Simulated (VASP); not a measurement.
# Ta2H: single point with PBEsol

Ta2H:

```xyz
3
Lattice="3.4137 0.0000 0.0000 0.0000 3.3301 0.0000 0.0000 0.0000 3.3760" Properties=species:S:1:pos:R:3 pbc="T T T"
Ta    1.7069    0.0000    2.4982
Ta    0.0000    1.6650    0.8778
H     0.0000    0.0000    0.0000
```

This cell differs from its parent crystal: uniaxial strain along a: +2.0 %.

```json
{"Program": "VASP 6.6.1", "Task": "single point", "Functional": "PBEsol", "Potentials or basis": "VASP PAW PBE potentials, release 64 (Ta_pv, H)", "Cutoff": "520 eV", "k mesh": "12 × 12 × 12", "Occupations": "gaussian, width 0.1 eV", "Spin": "no spin polarisation"}
```

* Pressure: -2.0 GPa
* Largest force: 0.190 eV/Å

Forces in eV/Å, atoms in the order of the input:
```
Ta   0.000  0.000  0.118
Ta   0.000  0.000  0.072
H    0.000  0.000 -0.190
```

Stress tensor (GPa, compression positive):
```
-5.00  0.00  0.00
 0.00 -0.12  0.00
 0.00  0.00 -0.94
```

Levels at points of the mesh, in eV from the Fermi level:
| k point | band 9 | band 10 | band 11 | band 12 | band 13 | band 14 | band 15 | band 16 |
| --- | --- | --- | --- | --- | --- | --- | --- | --- |
| (0.00, 0.00, 0.00) | -3.81 | 0.19 | 0.47 | 0.48 | 3.06 | 3.47 | 4.81 | 5.99 |
| (0.50, 0.00, 0.00) | -1.59 | -1.03 | -0.21 | 0.94 | 1.13 | 1.18 | 2.48 | 3.01 |
| (0.00, 0.50, 0.00) | -1.53 | -0.94 | -0.33 | 0.63 | 0.83 | 1.13 | 2.36 | 2.87 |
| (0.50, 0.50, 0.00) | -4.48 | -1.46 | -0.60 | 1.31 | 3.16 | 3.37 | 4.16 | 4.34 |
| (0.00, 0.00, 0.50) | -1.89 | -1.42 | 0.37 | 0.59 | 1.02 | 1.25 | 2.55 | 3.06 |
| (0.50, 0.00, 0.50) | -1.79 | -1.38 | -0.82 | 0.99 | 2.96 | 2.99 | 4.20 | 4.28 |
| (0.00, 0.50, 0.50) | -2.07 | -1.69 | -0.62 | 1.15 | 3.39 | 3.44 | 4.35 | 4.48 |
| (0.50, 0.50, 0.50) | -1.53 | -1.45 | -1.40 | -1.10 | 4.02 | 4.32 | 4.55 | 4.62 |

Run time: 2.1 min on 1 thread of AMD EPYC 9R45 96-Core Processor (Zen 5), on a shared host, peak memory 0.29 GiB.

Caveat: the cell differs from its parent crystal (uniaxial strain along a: +2.0 %); the PAW data sets were made with another functional, which shifts forces and pressure a little; spin-orbit coupling is left out, which moves the levels of the heavy elements.
